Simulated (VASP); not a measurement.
Write the native input for VASP 6.6.1 that does the following.

```
Task                   : single point
Functional             : PBE
Potentials or basis    : VASP PAW PBE potentials, release 64 (Si, Hg)
Cutoff                 : 520 eV
k mesh                 : 4 × 4 × 6
Occupations            : gaussian, width 0.1 eV
Spin                   : no spin polarisation
Dipole correction      : no
Further INCAR settings : ALGO = Normal; EDIFF = 1e-06; NBANDS = 15
```

The structure of SiHg lies in POSCAR:

```
SiHg
1.0
    4.1967454400      0.0000000000      0.0000000000
    0.0000000000      4.1967454400      0.0000000000
    0.0000000000      0.0000000000      2.9675471600
Si Hg
1 1
Direct
    0.0000000000      0.0000000000      0.0000000000
    0.5000000000      0.5000000000      0.0000000000
```

These files were run (other wordings do the same):

INCAR

```
ALGO = Normal
EDIFF = 1E-6
ENCUT = 520
GGA = PE
ISIF = 2
ISMEAR = 0
LASPH = True
LCHARG = True
LELF = True
LREAL = False
LVHAR = True
LWAVE = False
NBANDS = 15
NELM = 80
PREC = Accurate
SIGMA = 0.1
```

KPOINTS

```
k-points
0
Gamma
  4 4 6
```

Potentials or basis: VASP PAW PBE potentials, release 64 (Si, Hg).

The run is started by

```console
$ cat potpaw_PBE.64/Si/POTCAR potpaw_PBE.64/Hg/POTCAR > POTCAR
$ mpirun -np 1 vasp_std > vasp.out
```

It gave:

```yaml
Pressure: -6.2 GPa
Band_gap_on_the_k_mesh: zero (band 8 reaches 4.54 eV, above the bottom of band 9 at -0.29 eV)
```

Caveat: the k points lie up to 0.37 Å⁻¹ apart; spin-orbit coupling is left out, which moves the levels of the heavy elements.

Wall time 12 s on 1 thread of AMD EPYC 7R43 64-Core Processor (Zen 3), with other jobs on the host, peak memory 0.13 GiB.
